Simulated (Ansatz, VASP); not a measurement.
Sn2PdAu: VASP beside Ansatz

```
Sn Pd Au
1.0
     4.12405    0.00000    0.00000
    -2.06203    3.57153    0.00000
     0.00000    0.00000    5.53360
Sn Pd Au
2 1 1
Direct
  0.33333 0.66667 0.23494
  0.66667 0.33333 0.76506
  0.00000 0.00000 0.00000
  0.00000 0.00000 0.50000
```

Alike in both runs: task single point; functional LDA; k mesh 10 × 10 × 6; occupations fermi-dirac, width 0.08 eV; no spin polarisation.

```csv
,VASP,Ansatz
version,VASP 6.6.1,Ansatz 0.2.0
potentials or method,"VASP PAW LDA potentials, release 64 (Sn_d, Pd, Au)","PAW with Ansatz's default frozen-core files, scalar-relativistic"
plane-wave cutoff (eV),520,420
valence electrons in the cell,49,65
```

```tsv
	VASP	Ansatz	Ansatz less VASP
pressure (GPa)	0.3	0.0	-0.27
```

LDA's correlation is that of Perdew and Zunger in VASP and of Perdew and Wang (1992) in Ansatz. VASP's potentials hold 49 valence electrons a cell and Ansatz's 65, so a difference there can come from the potentials and not from the codes. Ansatz's warnings: optics on partly filled bands.

Spin-orbit coupling is off throughout.
